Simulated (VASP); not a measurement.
# Ni (Fm-3m) in VASP: a series of runs

Ni is run at these levels: PBE; tasks: single point.

Everything below comes from runs of VASP 6.6.1. Logs are shortened: lines on timing, memory, paths and dates and some standing lists are left out, and cuts for length are marked.

## 1. The cell of the first run

The structure is cubic, space group Fm-3m (No. 225). Conventional cell: a = 3.540 Å, b = 3.540 Å, c = 3.540 Å, α = 90.00°, β = 90.00°, γ = 90.00°. Ni (site symmetry m-3m) has 12 Ni at 2.50 Å within 3.3 Å.

## 2. Single point, PBE, collinear spin, ferromagnetic start

Contents of INCAR:

```
PREC = Accurate
ENCUT = 520
EDIFF = 1E-6
ISMEAR = -1
SIGMA = 0.1
LREAL = F
LASPH = T
NELM = 150
ALGO = Normal
ISIF = 2
LWAVE = F
LCHARG = F
ISPIN = 2
MAGMOM = 0.73 0.73
LORBIT = 11
LMAXMIX = 4
GGA = PE
NBANDS = 21
ISYM = 0
```

Contents of KPOINTS:

```
regular mesh
0
Gamma
  13 13 7
```

Contents of POSCAR:

```
Ni
1.0
    0.0000000000      1.7699333300      1.7699333300
    1.7699333300      0.0000000000      1.7699333300
    3.5398666700      3.5398666700      0.0000000000
Ni
2
Direct
    0.0000000000      0.0000000000      0.0000000000
    0.0000000000      0.0000000000      0.5000000000
```

Potentials or basis: VASP PAW PBE potentials, release 64 (Ni).

Command:

```sh
> cat potpaw_PBE.64/Ni/POTCAR > POTCAR
> mpirun -np 1 vasp_std > vasp.out
```

OUTCAR:

```text
PREC = Accurate
   ENCUT = 520
   EDIFF = 1E-6
   ISMEAR = -1
   LREAL = F
   LASPH = T
   NELM = 150
   ISIF = 2
   ISPIN = 2
   LORBIT = 11
   GGA = PE
   ISYM = 0

 ion  position               nearest neighbor table
   1  0.000  0.000  0.000-   2 2.50   2 2.50   2 2.50   2 2.50   2 2.50   2 2.50
   2  0.000  0.000  0.500-   1 2.50   1 2.50   1 2.50   1 2.50   1 2.50   1 2.50

IMPORTANT INFORMATION: All symmetrisations will be switched off!
NOSYMM: (Re-)initialisation of all symmetry stuff for point group C_1.

----------------------------------------------------------------------------------------

                                     Primitive cell

  volume of cell :      22.1784

  direct lattice vectors                    reciprocal lattice vectors
     0.000000000  1.769933330  1.769933330    -0.282496516  0.282496516  0.282496516
     1.769933330  0.000000000  1.769933330     0.282496516 -0.282496516  0.282496516
     3.539866670  3.539866670  0.000000000     0.141248258  0.141248258 -0.141248258

  length of vectors
     2.503063720  2.503063720  5.006127454     0.489298319  0.489298319  0.244649159

  position of ions in fractional coordinates (direct lattice)
     0.000000000  0.000000000  0.000000000
     0.000000000  0.000000000  0.500000000

  ion indices of the primitive-cell ions
   primitive index   ion index
                 1           1
                 2           2

----------------------------------------------------------------------------------------

 KPOINTS: regular mesh

Automatic generation of k-mesh.
 Grid dimensions read from file:
 generate k-points for:   13   13    7

 Generating k-lattice:

  Cartesian coordinates                     Fractional coordinates (reciprocal lattice)
    -0.021730501  0.021730501  0.021730501     0.076923077  0.000000000  0.000000000
     0.021730501 -0.021730501  0.021730501     0.000000000  0.076923077  0.000000000
     0.020178323  0.020178323 -0.020178323     0.000000000  0.000000000  0.142857143

  Length of vectors
     0.037638332  0.037638332  0.034949880

  Shift w.r.t. Gamma in fractional coordinates (k-lattice)
     0.000000000  0.000000000  0.000000000

 -----------------------------------------------------------------------------
|                                                                             |
|           W    W    AA    RRRRR   N    N  II  N    N   GGGG   !!!           |
|           W    W   A  A   R    R  NN   N  II  NN   N  G    G  !!!           |
|           W    W  A    A  R    R  N N  N  II  N N  N  G       !!!           |
|           W WW W  AAAAAA  RRRRR   N  N N  II  N  N N  G  GGG   !            |
|           WW  WW  A    A  R   R   N   NN  II  N   NN  G    G                |
|           W    W  A    A  R    R  N    N  II  N    N   GGGG   !!!           |
|                                                                             |
|     Your reciprocal lattice and k-lattice belong to different lattice       |
|     classes:                                                                |
|                                                                             |
|        The reciprocal lattice is rhombohedral (trigonal),                   |
|        whereas your k-lattice is base-centered monoclinic.                  |
|                                                                             |
|     Results are often still useful ...                                      |
|                                                                             |
 -----------------------------------------------------------------------------

 WARNING: IBZKPT: internal override: KBLOWUP is changed to .FALSE.
      ... skipping the blow-up phase ...

 Subroutine IBZKPT returns following result:
 ===========================================

 Found    592 irreducible k-points:

 Following reciprocal coordinates:
            Coordinates               Weight
  0.000000  0.000000  0.000000      1.000000
  0.076923  0.000000  0.000000      2.000000
  0.153846  0.000000  0.000000      2.000000
  0.230769  0.000000  0.000000      2.000000
  0.307692  0.000000  0.000000      2.000000
  0.384615  0.000000  0.000000      2.000000
[... 16 lines left out ...]
  0.153846  0.153846  0.000000      2.000000
  0.230769  0.153846  0.000000      2.000000
 [... further k-points ...]
   k-points           NKPTS =    592   k-points in BZ     NKDIM =    592   number of bands    NBANDS=     21
   number of dos      NEDOS =    301   number of ions     NIONS =      2
   total plane-waves  NPLWV =  16000
   dimension x,y,z NGX =    20 NGY =   20 NGZ =   40
   dimension x,y,z NGXF=    40 NGYF=   40 NGZF=   80
   ions per type =               2
   NGX,Y,Z   is equivalent  to a cutoff of  13.28, 13.28, 13.28 a.u.
   NGXF,Y,Z  is equivalent  to a cutoff of  26.57, 26.57, 26.57 a.u.
 SYSTEM =  unknown system
   PREC   = accura    normal or accurate (medium, high low for compatibility)
   ISTART =      0    job   : 0-new  1-cont  2-samecut
   ICHARG =      2    charge: 1-file 2-atom 10-const
   ISPIN  =      2    spin polarized calculation?
   LNONCOLLINEAR =      F non collinear calculations
   LSORBIT =      F    spin-orbit coupling
   LASPH  =      T    aspherical Exc in radial PAW
   ENCUT  =  520.0 eV  38.22 Ry    6.18 a.u.   4.65  4.65  9.31*2*pi/ulx,y,z
   NELM   =    150;   NELMIN=  2; NELMDL= -5     # of ELM steps
   EDIFF  = 0.1E-05   stopping-criterion for ELM
   LREAL  =      F    real-space projection
   EDIFFG = 0.1E-04   stopping-criterion for IOM
   NSW    =      0    number of steps for IOM
   IBRION =     -1    ionic relax: 0-MD 1-quasi-New 2-CG
   NFREE  =      0    steps in history (QN), initial steepest desc. (CG)
   ISIF   =      2    stress and relaxation
   ISYM   =      0    0-nonsym 1-usesym 2-fastsym
   POTIM  = 0.5000    time-step for ionic-motion
   TEBEG  =    0.0;   TEEND  =   0.0 temperature during run
   PSTRESS=    0.0 pullay stress
   NELECT =      20.0000    total number of electrons
   NUPDOWN=      -1.0000    fix difference up-down
   EMIN   =  10.00;   EMAX   =-10.00  energy-range for DOS
   EFERMI =   0.00;   METHOD = LEGACY
   ISMEAR =    -1;   SIGMA  =   0.10  broadening in eV -4-tet -1-fermi 0-gaus
   EFERMI_NEDOS =   21; number of points for ismear=-14 and -15
   IALGO  =     38    algorithm
   IMIX   =      4    mixing-type and parameters
     AMIX     =   0.40;   BMIX     =  1.00
     AMIX_MAG =   1.60;   BMIX_MAG =  1.00
  volume/ion in A,a.u.               =      11.09        74.83
  Fermi-wavevector in a.u.,A,eV,Ry     =   1.581641  2.988868 34.036176  2.501588
  Thomas-Fermi vector in A             =   2.681686
   LORBIT       =     11    0 simple, 1 ext, 2 COOP (PROOUT), +10 PAW based schemes
   GGA     = PE    functional components
   LHFCALC =     F    Hartree Fock is set to
   AEXX    =    0.0000 exact exchange contribution
   IVDW    =     0    specifies the selected vdW correction
   LEPSILON=     F    determine dielectric tensor
   LRPA    =     F    only Hartree local field effects (RPA)
 spin polarized calculation
  energy-cutoff  :      520.00
  volume of cell :       22.18
 maximum number of plane-waves:       609
   NGX =  9   NGY =  9   NGZ = 19

 number of electron      20.0000019 magnetization       1.2248457

 Free energy of the ion-electron system (eV)
  ---------------------------------------------------
  ext. energy  EPLUGINS =         0.00000000
  ---------------------------------------------------
  free energy    TOTEN  =       -10.99394809 eV

  energy without entropy =      -10.88506047  energy(sigma->0) =      -10.93950428

 E-fermi :   9.0990     XC(G=0): -13.1433

 val. band max:        9.0979657389   @ k =  -0.1538  -0.3846   0.4286
 cond. band min:       9.0997964374   @ k =  -0.4615  -0.0769   0.2857
 fundamental gap:      0.0018306985
 Fermi energy:         9.0990073941

 spin component 1

 k-point     1 :       0.0000    0.0000    0.0000
  band No.  band energies     occupation
      1       0.2296      1.00000
      2       4.3876      1.00000
      3       6.7411      1.00000
      4       6.7417      1.00000
      5       6.7423      1.00000
      6       6.7527      1.00000
[... 13 lines left out ...]
     20      36.3791      0.00000
     21      36.3800      0.00000

 k-point     2 :       0.0769    0.0000    0.0000
  band No.  band energies     occupation
      1       0.4574      1.00000
      2       4.5059      1.00000
      3       6.6635      1.00000
      4       6.6851      1.00000
      5       6.7903      1.00000
      6       6.7914      1.00000
[... 520 lines left out ...]
 k-point    24 :       0.2308    0.1538    0.0000
  band No.  band energies     occupation
      1       2.1645      1.00000
      2       4.9208      1.00000
      3       6.1684      1.00000
      4       6.2129      1.00000
      5       6.4252      1.00000
      6       7.1199      1.00000
[... 13 lines left out ...]
     20      34.8975      0.00000
     21      37.0202      0.00000

 [... further k-points ...]

 spin component 2

 k-point     1 :       0.0000    0.0000    0.0000
  band No.  band energies     occupation
      1       0.1960      1.00000
      2       4.8055      1.00000
      3       7.3611      1.00000
      4       7.3614      1.00000
      5       7.4662      1.00000
      6       7.4666      1.00000
[... 13 lines left out ...]
     20      36.3680      0.00000
     21      36.3837      0.00000

 k-point     2 :       0.0769    0.0000    0.0000
  band No.  band energies     occupation
      1       0.4241      1.00000
      2       4.9249      1.00000
      3       7.2329      1.00000
      4       7.4021      1.00000
      5       7.4534      1.00000
      6       7.5173      1.00000
[... 520 lines left out ...]
 k-point    24 :       0.2308    0.1538    0.0000
  band No.  band energies     occupation
      1       2.1417      1.00000
      2       5.1711      1.00000
      3       6.7093      1.00000
      4       6.8409      1.00000
      5       7.0162      1.00000
      6       7.7678      1.00000
[... 13 lines left out ...]
     20      34.9051      0.00000
     21      37.2116      0.00000

 [... further k-points ...]

------------------------ aborting loop because EDIFF is reached ----------------------------------------

  FORCE on cell =-STRESS in cart. coord.  units (eV):
  Direction    XX          YY          ZZ          XY          YZ          ZX
  --------------------------------------------------------------------------------------
  -------------------------------------------------------------------------------------
  Total       -0.4431250     -0.4431292     -0.4488659      0.0079570     -0.0004254     -0.0004211
  in kB      -32.0115095    -32.0118128    -32.4262334      0.5748145     -0.0307306     -0.0304176
  external PRESSURE =     -32.1498519 kB  Pullay stress =       0.0000000 kB

 VOLUME and BASIS-vectors are now :
 -----------------------------------------------------------------------------
  energy-cutoff  :      520.00
  volume of cell :       22.18
      direct lattice vectors                 reciprocal lattice vectors
     0.000000000  1.769933330  1.769933330    -0.282496516  0.282496516  0.282496516
     1.769933330  0.000000000  1.769933330     0.282496516 -0.282496516  0.282496516
     3.539866670  3.539866670  0.000000000     0.141248258  0.141248258 -0.141248258

 POSITION                                       TOTAL-FORCE (eV/Angst)
 -----------------------------------------------------------------------------------
      0.00000      0.00000      0.00000        -0.000001     -0.000000     -0.000000
      1.76993      1.76993      0.00000         0.000001      0.000000      0.000000
 -----------------------------------------------------------------------------------
    total drift:                               -0.000001      0.000000     -0.000000

  FREE ENERGIE OF THE ION-ELECTRON SYSTEM (eV)
  ---------------------------------------------------
  free  energy   TOTEN  =       -10.9939480873 eV

  energy  without entropy=      -10.8850604688  energy(sigma->0) =      -10.93950428

 total charge

# of ion       s       p       d       tot
------------------------------------------
    1        0.489   0.481   8.306   9.277
    2        0.489   0.481   8.306   9.277
--------------------------------------------------
tot          0.978   0.962  16.613  18.553

 magnetization (x)

# of ion       s       p       d       tot
------------------------------------------
    1       -0.006  -0.024   0.655   0.625
    2       -0.006  -0.024   0.655   0.625
--------------------------------------------------
tot         -0.013  -0.047   1.310   1.250
```

Run time: 4.4 min. Hardware: 1 thread of Intel Xeon 6975P-C (Granite Rapids), shared host; peak memory 0.45 GiB.

Results:

```
Free energy                                           : -10.9939 eV
Pressure                                              : -3.2 GPa
Net moment                                            : 1.22 μB per cell
Site moments                                          : Ni +0.62 μB
Valence electrons inside the program's atomic spheres : Ni 9.28
```

Levels at points of the mesh, in eV from the Fermi level:
Spin up:
| k point | band 7 | band 8 | band 9 | band 10 | band 11 | band 12 | band 13 | band 14 | band 15 | band 16 |
| --- | --- | --- | --- | --- | --- | --- | --- | --- | --- | --- |
| (0.00, 0.00, 0.00) | -2.35 | -1.23 | -1.23 | -0.58 | -0.58 | -0.25 | 5.55 | 22.07 | 23.57 | 24.35 |
Spin down:
```
           k point  band 7  band 8  band 9  band 10  band 11  band 12
(0.00, 0.00, 0.00)   -1.63   -0.64   -0.64    -0.31     0.15     0.15
```

Caveat: the cell stands under tension.

## 3. Single point, PBE, collinear spin, ferromagnetic start

Contents of INCAR:

```
  PREC = Accurate
  ENCUT = 520
  EDIFF = 1E-7
  ISMEAR = -1
  SIGMA = 0.1
  LREAL = False
  LASPH = True
  NELM = 150
  ALGO = Normal
  ISIF = 2
  LWAVE = False
  LCHARG = True
  ISPIN = 2
  MAGMOM = 2 2
  LORBIT = 11
  LMAXMIX = 4
  GGA = PE
  LELF = True
  LVHAR = True
  NBANDS = 21
  ISYM = 0
```

Contents of KPOINTS:

```
Automatic mesh
0
Gamma
  13 13 7
```

POSCAR is that of step 2.

Potentials or basis: VASP PAW PBE potentials, release 64 (Ni).

Command:

```sh
> cat potpaw_PBE.64/Ni/POTCAR > POTCAR
> mpirun -np 1 vasp_std > vasp.out
```

OUTCAR:

```text
PREC = Accurate
   ENCUT = 520
   EDIFF = 1E-7
   ISMEAR = -1
   LREAL = False
   LASPH = True
   NELM = 150
   ISIF = 2
   ISPIN = 2
   LORBIT = 11
   GGA = PE
   ISYM = 0

 ion  position               nearest neighbor table
   1  0.000  0.000  0.000-   2 2.50   2 2.50   2 2.50   2 2.50   2 2.50   2 2.50
   2  0.000  0.000  0.500-   1 2.50   1 2.50   1 2.50   1 2.50   1 2.50   1 2.50

IMPORTANT INFORMATION: All symmetrisations will be switched off!
NOSYMM: (Re-)initialisation of all symmetry stuff for point group C_1.

[... 1341 lines left out ...]
 -----------------------------------------------------------------------------
  energy-cutoff  :      520.00
  volume of cell :       22.18
      direct lattice vectors                 reciprocal lattice vectors
     0.000000000  1.769933330  1.769933330    -0.282496516  0.282496516  0.282496516
     1.769933330  0.000000000  1.769933330     0.282496516 -0.282496516  0.282496516
     3.539866670  3.539866670  0.000000000     0.141248258  0.141248258 -0.141248258

 POSITION                                       TOTAL-FORCE (eV/Angst)
 -----------------------------------------------------------------------------------
      0.00000      0.00000      0.00000        -0.000000      0.000000     -0.000000
      1.76993      1.76993      0.00000         0.000000     -0.000000      0.000000
 -----------------------------------------------------------------------------------
    total drift:                                0.000000     -0.000000     -0.000000

  FREE ENERGIE OF THE ION-ELECTRON SYSTEM (eV)
  ---------------------------------------------------
  free  energy   TOTEN  =       -10.9939480139 eV

  energy  without entropy=      -10.8850738470  energy(sigma->0) =      -10.93951093

 total charge

# of ion       s       p       d       tot
------------------------------------------
    1        0.489   0.481   8.307   9.277
    2        0.489   0.481   8.307   9.277
--------------------------------------------------
tot          0.978   0.962  16.613  18.554

 magnetization (x)

# of ion       s       p       d       tot
------------------------------------------
    1       -0.006  -0.024   0.655   0.625
    2       -0.006  -0.024   0.655   0.625
--------------------------------------------------
tot         -0.013  -0.047   1.310   1.250
```

stdout:

```text
POSCAR found type information on POSCAR Ni
 POSCAR found :  1 types and       2 ions
 scaLAPACK will be used
 LDA part: xc-table for (Slater+PW92), standard interpolation
 -----------------------------------------------------------------------------
|                                                                             |
|           W    W    AA    RRRRR   N    N  II  N    N   GGGG   !!!           |
|           W    W   A  A   R    R  NN   N  II  NN   N  G    G  !!!           |
|           W    W  A    A  R    R  N N  N  II  N N  N  G       !!!           |
|           W WW W  AAAAAA  RRRRR   N  N N  II  N  N N  G  GGG   !            |
|           WW  WW  A    A  R   R   N   NN  II  N   NN  G    G                |
|           W    W  A    A  R    R  N    N  II  N    N   GGGG   !!!           |
|                                                                             |
|     Your reciprocal lattice and k-lattice belong to different lattice       |
|     classes:                                                                |
|                                                                             |
|        The reciprocal lattice is rhombohedral (trigonal),                   |
|        whereas your k-lattice is base-centered monoclinic.                  |
|                                                                             |
|     Results are often still useful ...                                      |
|                                                                             |
 -----------------------------------------------------------------------------

 POSCAR, INCAR and KPOINTS ok, starting setup
 FFT: planning ... GRIDC
 FFT: planning ... GRID_SOFT
 FFT: planning ... GRID
 WAVECAR not read
 entering main loop
```

It took 11 min on 1 thread of Intel Xeon 8259CL, shared host; peak memory 0.46 GiB.

What came out:

| Item | Value |
| --- | --- |
| Free energy | -10.9939 eV |
| Pressure | -3.2 GPa |
| Net moment | 1.22 μB per cell |
| Site moments | Ni +0.62 μB |
| Valence electrons inside the program's atomic spheres | Ni 9.28 |

Caveat: the cell stands under tension.
